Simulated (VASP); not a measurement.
# SnCl (P4mm) in VASP: single point with PBE

Aim: the single point of SnCl with PBE.

Everything below comes from runs of VASP 6.6.1. Logs are shortened: lines on timing, memory, paths and dates and some standing lists are left out, and cuts for length are marked.

## Step 1: The cell of the first run

It takes space group P4mm (No. 99, tetragonal). Conventional cell: a = 3.316 Å, b = 3.316 Å, c = 5.324 Å, α = 90.00°, β = 90.00°, γ = 90.00°. Within 3.4 Å of Sn (site symmetry 4mm) lie 2 Cl at 2.55 to 2.78 Å and 4 Sn at 3.32 Å. Within 3.4 Å of Cl (site symmetry 4mm) lie 2 Sn at 2.55 to 2.78 Å and 4 Cl at 3.32 Å.

## Step 2: Single point, PBE

INCAR reads:

```
PREC = Accurate ; ENCUT = 520
EDIFF = 1E-6 ; ISMEAR = 0
SIGMA = 0.1 ; LREAL = False
LASPH = True ; NELM = 60
ALGO = Normal ; ISIF = 2
LWAVE = False ; LCHARG = False
GGA = PE ; NBANDS = 29
```

KPOINTS reads:

```
Automatic mesh
0
Gamma
  4 4 4
```

POSCAR reads:

```
SnCl
1.0
    4.6893657710      0.0000000000      0.0000000000
    0.0000000000      4.6893657710      0.0000000000
    0.0000000000      0.0000000000      5.3241248066
Sn Cl
2 2
Direct
    0.0000000000      0.0000000000      0.8538115837
    0.5000000000      0.5000000000     -0.1455477825
    0.0000000000      0.0000000000      0.3325595476
    0.5000000000      0.5000000000      0.3325096012
```

Potentials or basis: VASP PAW PBE potentials, release 64 (Sn_d, Cl).

On the command line:

```
> cat potpaw_PBE.64/Sn_d/POTCAR potpaw_PBE.64/Cl/POTCAR > POTCAR
> mpirun -np 1 vasp_std > vasp.out
```

OUTCAR:

```text
PREC = Accurate
   ENCUT = 520
   EDIFF = 1E-6
   ISMEAR = 0
   LREAL = False
   LASPH = True
   NELM = 60
   ISIF = 2
   GGA = PE

 ion  position               nearest neighbor table
   1  0.000  0.000  0.854-   3 2.55   3 2.78   2 3.32   2 3.32   2 3.32   2 3.32
   2  0.500  0.500  0.854-   4 2.55   4 2.78   1 3.32   1 3.32   1 3.32   1 3.32
   3  0.000  0.000  0.333-   1 2.55   1 2.78
   4  0.500  0.500  0.333-   2 2.55   2 2.78

  LATTYP: Found a simple tetragonal cell.
 ALAT       =     4.6893657710
 C/A-ratio  =     1.1353613829

  Lattice vectors:

 A1 = (   4.6893657710,   0.0000000000,   0.0000000000)
 A2 = (   0.0000000000,   4.6893657710,   0.0000000000)
 A3 = (   0.0000000000,   0.0000000000,   5.3241248066)

Analysis of symmetry for initial positions (statically):
=====================================================================
 Subroutine PRICEL returns:
 Original cell was already a primitive cell.

 Routine SETGRP: Setting up the symmetry group for a
 simple tetragonal supercell.

 Subroutine GETGRP returns: Found  8 space group operations
 (whereof  8 operations were pure point group operations)
 out of a pool of 16 trial point group operations.

The static configuration has the point symmetry C_4v.

Analysis of symmetry for dynamics (positions and initial velocities):
=====================================================================
 Subroutine PRICEL returns:
 Original cell was already a primitive cell.

 Routine SETGRP: Setting up the symmetry group for a
 simple tetragonal supercell.

 Subroutine GETGRP returns: Found  8 space group operations
 (whereof  8 operations were pure point group operations)
 out of a pool of 16 trial point group operations.

The dynamic configuration has the point symmetry C_4v.

 Subroutine INISYM returns: Found  8 space group operations
 (whereof  8 operations are pure point group operations),
 and found     1 'primitive' translations

----------------------------------------------------------------------------------------

                                     Primitive cell

  volume of cell :     117.0783

  direct lattice vectors                    reciprocal lattice vectors
     4.689365771  0.000000000  0.000000000     0.213248454  0.000000000  0.000000000
     0.000000000  4.689365771  0.000000000     0.000000000  0.213248454  0.000000000
     0.000000000  0.000000000  5.324124807     0.000000000  0.000000000  0.187824297

  length of vectors
     4.689365771  4.689365771  5.324124807     0.213248454  0.213248454  0.187824297

  position of ions in fractional coordinates (direct lattice)
     0.000000000  0.000000000  0.853811584
     0.500000000  0.500000000  0.854452217
     0.000000000  0.000000000  0.332559548
     0.500000000  0.500000000  0.332509601

  ion indices of the primitive-cell ions
   primitive index   ion index
                 1           1
                 2           2
                 3           3
                 4           4

----------------------------------------------------------------------------------------

 KPOINTS: Automatic mesh

Automatic generation of k-mesh.
 Grid dimensions read from file:
 generate k-points for:    4    4    4

 Generating k-lattice:

  Cartesian coordinates                     Fractional coordinates (reciprocal lattice)
     0.053312113  0.000000000  0.000000000     0.250000000  0.000000000  0.000000000
     0.000000000  0.053312113  0.000000000     0.000000000  0.250000000  0.000000000
     0.000000000  0.000000000  0.046956074     0.000000000  0.000000000  0.250000000

  Length of vectors
     0.053312113  0.053312113  0.046956074

  Shift w.r.t. Gamma in fractional coordinates (k-lattice)
     0.000000000  0.000000000  0.000000000

 Subroutine IBZKPT returns following result:
 ===========================================

 Found     18 irreducible k-points:

 Following reciprocal coordinates:
            Coordinates               Weight
  0.000000  0.000000  0.000000      1.000000
  0.250000  0.000000  0.000000      4.000000
  0.500000  0.000000  0.000000      2.000000
  0.250000  0.250000  0.000000      4.000000
  0.500000  0.250000  0.000000      4.000000
  0.500000  0.500000  0.000000      1.000000
[... 10 lines left out ...]
  0.500000  0.250000  0.500000      4.000000
  0.500000  0.500000  0.500000      1.000000
   k-points           NKPTS =     18   k-points in BZ     NKDIM =     18   number of bands    NBANDS=     29
   number of dos      NEDOS =    301   number of ions     NIONS =      4
   total plane-waves  NPLWV =  51840
   dimension x,y,z NGX =    36 NGY =   36 NGZ =   40
   dimension x,y,z NGXF=    72 NGYF=   72 NGZF=   80
   ions per type =               2   2
   NGX,Y,Z   is equivalent  to a cutoff of  12.76, 12.76, 12.49 a.u.
   NGXF,Y,Z  is equivalent  to a cutoff of  25.53, 25.53, 24.98 a.u.
 SYSTEM =  unknown system
   PREC   = accura    normal or accurate (medium, high low for compatibility)
   ISTART =      0    job   : 0-new  1-cont  2-samecut
   ICHARG =      2    charge: 1-file 2-atom 10-const
   ISPIN  =      1    spin polarized calculation?
   LNONCOLLINEAR =      F non collinear calculations
   LSORBIT =      F    spin-orbit coupling
   LASPH  =      T    aspherical Exc in radial PAW
   ENCUT  =  520.0 eV  38.22 Ry    6.18 a.u.   8.72  8.72  9.90*2*pi/ulx,y,z
   NELM   =     60;   NELMIN=  2; NELMDL= -5     # of ELM steps
   EDIFF  = 0.1E-05   stopping-criterion for ELM
   LREAL  =      F    real-space projection
   EDIFFG = 0.1E-04   stopping-criterion for IOM
   NSW    =      0    number of steps for IOM
   IBRION =     -1    ionic relax: 0-MD 1-quasi-New 2-CG
   NFREE  =      0    steps in history (QN), initial steepest desc. (CG)
   ISIF   =      2    stress and relaxation
   ISYM   =      2    0-nonsym 1-usesym 2-fastsym
   POTIM  = 0.5000    time-step for ionic-motion
   TEBEG  =    0.0;   TEEND  =   0.0 temperature during run
   PSTRESS=    0.0 pullay stress
   NELECT =      42.0000    total number of electrons
   NUPDOWN=      -1.0000    fix difference up-down
   EMIN   =  10.00;   EMAX   =-10.00  energy-range for DOS
   EFERMI =   0.00;   METHOD = LEGACY
   ISMEAR =     0;   SIGMA  =   0.10  broadening in eV -4-tet -1-fermi 0-gaus
   EFERMI_NEDOS =   21; number of points for ismear=-14 and -15
   IALGO  =     38    algorithm
   IMIX   =      4    mixing-type and parameters
     AMIX     =   0.40;   BMIX     =  1.00
     AMIX_MAG =   1.60;   BMIX_MAG =  1.00
  volume/ion in A,a.u.               =      29.27       197.52
  Fermi-wavevector in a.u.,A,eV,Ry     =   1.163230  2.198187 18.410114  1.353105
  Thomas-Fermi vector in A             =   2.299783
   LORBIT       =      0    0 simple, 1 ext, 2 COOP (PROOUT), +10 PAW based schemes
   GGA     = PE    functional components
   LHFCALC =     F    Hartree Fock is set to
   AEXX    =    0.0000 exact exchange contribution
   IVDW    =     0    specifies the selected vdW correction
   LEPSILON=     F    determine dielectric tensor
   LRPA    =     F    only Hartree local field effects (RPA)
 non-spin polarized calculation
 Gauss-broadening in eV      SIGMA  =   0.10
  energy-cutoff  :      520.00
  volume of cell :      117.08
 maximum number of plane-waves:      3180
 NGX is ok and might be reduce to    36
   NGX = 17   NGY = 17   NGZ = 19

 number of electron      41.9999978 magnetization

 Free energy of the ion-electron system (eV)
  ---------------------------------------------------
  ext. energy  EPLUGINS =         0.00000000
  ---------------------------------------------------
  free energy    TOTEN  =       -13.17703579 eV

  energy without entropy =      -13.17347207  energy(sigma->0) =      -13.17525393

 E-fermi :   3.4752     XC(G=0):  -8.8234

 val. band max:        3.4142647608   @ k =   0.2500   0.0000   0.5000
 cond. band min:       3.7866359748   @ k =   0.0000   0.0000   0.0000
 fundamental gap:      0.3723712140
 Fermi energy:         3.4752291468

 k-point     1 :       0.0000    0.0000    0.0000
  band No.  band energies     occupation
      1     -17.8303      2.00000
      2     -17.8223      2.00000
      3     -17.7520      2.00000
      4     -17.7366      2.00000
      5     -17.7366      2.00000
      6     -17.7334      2.00000
[... 21 lines left out ...]
     28      10.6910      0.00000
     29      10.6910      0.00000

 k-point     2 :       0.2500    0.0000    0.0000
  band No.  band energies     occupation
      1     -17.8085      2.00000
      2     -17.7956      2.00000
      3     -17.7458      2.00000
      4     -17.7351      2.00000
      5     -17.7303      2.00000
      6     -17.7298      2.00000
[... 21 lines left out ...]
     28      11.0565      0.00000
     29      11.7451      0.00000

 k-point     3 :       0.5000    0.0000    0.0000
  band No.  band energies     occupation
      1     -17.7767      2.00000
      2     -17.7762      2.00000
      3     -17.7150      2.00000
      4     -17.7140      2.00000
      5     -17.7139      2.00000
      6     -17.7130      2.00000
[... 21 lines left out ...]
     28      12.1466      0.00000
     29      12.4000      0.00000

 k-point     4 :       0.2500    0.2500    0.0000
  band No.  band energies     occupation
      1     -17.8205      2.00000
      2     -17.7636      2.00000
      3     -17.7494      2.00000
      4     -17.7396      2.00000
      5     -17.7228      2.00000
      6     -17.7166      2.00000
[... 21 lines left out ...]
     28      10.4919      0.00000
     29      11.5108      0.00000

 k-point     5 :       0.5000    0.2500    0.0000
  band No.  band energies     occupation
      1     -17.8001      2.00000
      2     -17.7998      2.00000
      3     -17.7341      2.00000
      4     -17.7341      2.00000
      5     -17.6953      2.00000
      6     -17.6948      2.00000
[... 21 lines left out ...]
     28      10.7391      0.00000
     29      12.9330      0.00000
[... 318 lines left out ...]
     28      11.9039      0.00000
     29      13.5065      0.00000

 k-point    16 :       0.2500    0.2500    0.5000
  band No.  band energies     occupation
      1     -17.8098      2.00000
      2     -17.7478      2.00000
      3     -17.7422      2.00000
      4     -17.7403      2.00000
      5     -17.7228      2.00000
      6     -17.7172      2.00000
[... 21 lines left out ...]
     28      11.0439      0.00000
     29      11.7963      0.00000

 k-point    17 :       0.5000    0.2500    0.5000
  band No.  band energies     occupation
      1     -17.7874      2.00000
      2     -17.7872      2.00000
      3     -17.7348      2.00000
      4     -17.7348      2.00000
      5     -17.6953      2.00000
      6     -17.6947      2.00000
[... 21 lines left out ...]
     28      11.7309      0.00000
     29      13.6807      0.00000

 k-point    18 :       0.5000    0.5000    0.5000
  band No.  band energies     occupation
      1     -17.8053      2.00000
      2     -17.8052      2.00000
      3     -17.7433      2.00000
      4     -17.7433      2.00000
      5     -17.6936      2.00000
      6     -17.6930      2.00000
[... 21 lines left out ...]
     28      11.4182      0.00000
     29      13.2748      0.00000

------------------------ aborting loop because EDIFF is reached ----------------------------------------

  FORCE on cell =-STRESS in cart. coord.  units (eV):
  Direction    XX          YY          ZZ          XY          YZ          ZX
  --------------------------------------------------------------------------------------
  -------------------------------------------------------------------------------------
  Total        0.0916407      0.0916407      0.0226094      0.0000000      0.0000000     -0.0000000
  in kB        1.2540728      1.2540728      0.3094022      0.0000000      0.0000000     -0.0000000
  external PRESSURE =       0.9391826 kB  Pullay stress =       0.0000000 kB

 VOLUME and BASIS-vectors are now :
 -----------------------------------------------------------------------------
  energy-cutoff  :      520.00
  volume of cell :      117.08
      direct lattice vectors                 reciprocal lattice vectors
     4.689365771  0.000000000  0.000000000     0.213248454  0.000000000  0.000000000
     0.000000000  4.689365771  0.000000000     0.000000000  0.213248454  0.000000000
     0.000000000  0.000000000  5.324124807     0.000000000  0.000000000  0.187824297

 POSITION                                       TOTAL-FORCE (eV/Angst)
 -----------------------------------------------------------------------------------
      0.00000      0.00000      4.54580         0.000000      0.000000      0.002252
      2.34468      2.34468      4.54921         0.000000     -0.000000      0.000627
      0.00000      0.00000      1.77059         0.000000      0.000000     -0.001280
      2.34468      2.34468      1.77032         0.000000     -0.000000     -0.001599
 -----------------------------------------------------------------------------------
    total drift:                                0.000000      0.000000     -0.001055

  FREE ENERGIE OF THE ION-ELECTRON SYSTEM (eV)
  ---------------------------------------------------
  free  energy   TOTEN  =       -13.1770357889 eV

  energy  without entropy=      -13.1734720741  energy(sigma->0) =      -13.17525393
```

Run time: 32 s. Hardware: 1 thread of Intel Xeon Platinum 8488C (Sapphire Rapids), shared host; peak memory 0.22 GiB.

What came out:

```yaml
Free_energy: -13.1770 eV
Pressure: 0.1 GPa
Band_gap_on_the_k_mesh: zero (band 21 reaches 5.55 eV, above the bottom of band 22 at 2.68 eV)
```

Forces in eV/Å, atoms in the order of the input:
```
Sn   0.000  0.000  0.002
Sn   0.000  0.000  0.001
Cl   0.000  0.000 -0.001
Cl   0.000  0.000 -0.002
```

Stress tensor (GPa, compression positive):
```
0.13 0.00 0.00
0.00 0.13 0.00
0.00 0.00 0.03
```

Levels at points of the mesh, in eV from the Fermi level:
```tsv
k point	band 18	band 19	band 20	band 21	band 22	band 23	band 24	band 25
(0.00, 0.00, 0.00)	-2.96	-1.09	-1.09	0.31	0.31	4.17	4.91	5.91
(0.50, 0.00, 0.00)	-2.33	-2.31	-2.31	2.07	2.07	2.45	2.45	5.49
(0.50, 0.50, 0.00)	-4.13	-1.12	-1.12	-0.79	-0.79	5.30	5.30	6.73
(0.00, 0.00, 0.50)	-0.99	-0.99	-0.56	-0.56	0.59	1.18	4.45	4.72
(0.50, 0.00, 0.50)	-2.09	-1.39	-1.39	1.37	1.37	2.29	2.30	2.72
(0.50, 0.50, 0.50)	-2.29	-0.73	-0.73	-0.72	-0.72	2.90	2.91	6.98
```

Caveat: spin-orbit coupling is left out, which moves the levels of the heavy elements.
